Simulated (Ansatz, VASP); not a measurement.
# Ge in VASP and in Ansatz

INCAR

```
SYSTEM = Ge
ALGO     = Normal         ! electronic algorithm
EDIFF    = 1E-7           ! SCF threshold, eV
EDIFFG   = -0.005         ! ionic threshold
ENCUT    = 600            ! plane-wave cutoff, eV
GGA      = PE             ! functional
IBRION   = 2              ! ionic algorithm
ISIF     = 3              ! what is computed and relaxed
ISMEAR   = 0              ! smearing method
LASPH    = .True.         ! aspherical terms in the spheres
LCHARG   = .False.        ! write CHGCAR
LREAL    = .False.        ! projectors in reciprocal space
LWAVE    = .False.        ! write WAVECAR
NELM     = 80             ! most SCF steps
NSW      = 100            ! ionic steps
PREC     = Accurate       ! precision mode
SIGMA    = 0.1            ! smearing width, eV
```

Contents of KPOINTS:

```
k-points
0
Gamma
  14 14 14
  0 0 0
```

POSCAR

```
Ge
1.0
    0.0000000000      2.8289100000      2.8289100000
    2.8289100000      0.0000000000      2.8289100000
    2.8289100000      2.8289100000      0.0000000000
Ge
2
Direct
    0.0000000000      0.0000000000      0.0000000000
    0.2500000000      0.2500000000      0.2500000000
```

Input for Ansatz:

```yaml
crystal:
  lattice:
    - [0.0, 2.82891, 2.82891]
    - [2.82891, 0.0, 2.82891]
    - [2.82891, 2.82891, 0.0]
  atoms:
    - { symbol: Ge, position: [0.0, 0.0, 0.0] }
    - { symbol: Ge, position: [0.25, 0.25, 0.25] }
basis:
  ecutwfc: 420
kpoints:
  mp_grid: { grid: [14, 14, 14] }
hamiltonian:
  xc: pbe
scf:
  occupations: { method: gaussian, width: 0.1 }
output:
  forces: true
  stress: true
  eigenvalues: true
relax:
  adjacent_minimum: "off"
  f_tol: 0.005
  max_steps: 80
  cell: { stress_tol: 0.05 }
```

Alike in both runs: task relaxation of cell and atoms; functional PBE; k mesh 14 × 14 × 14; occupations gaussian, width 0.1 eV; no spin polarisation.

|  | VASP | Ansatz |
| --- | --- | --- |
| version | VASP 6.6.1 | Ansatz 0.2.0 |
| potentials or method | VASP PAW PBE potentials, release 64 (Ge_d), cutoff 600 eV | scalar-relativistic, plane waves, PAW |
| valence electrons in the cell | 28 | 28 |

```csv
,VASP,Ansatz,Ansatz less VASP
"gap on the k mesh at the Fermi level, each at its own relaxed structure (eV)",none,none,-
relaxed volume (Å³/atom),23.90,23.90,-0.001
relaxed cell length with the largest relative difference (Å),4.074,4.074,0.0000
```

A gap of «none» marks a metal or a gap that the smearing closes.
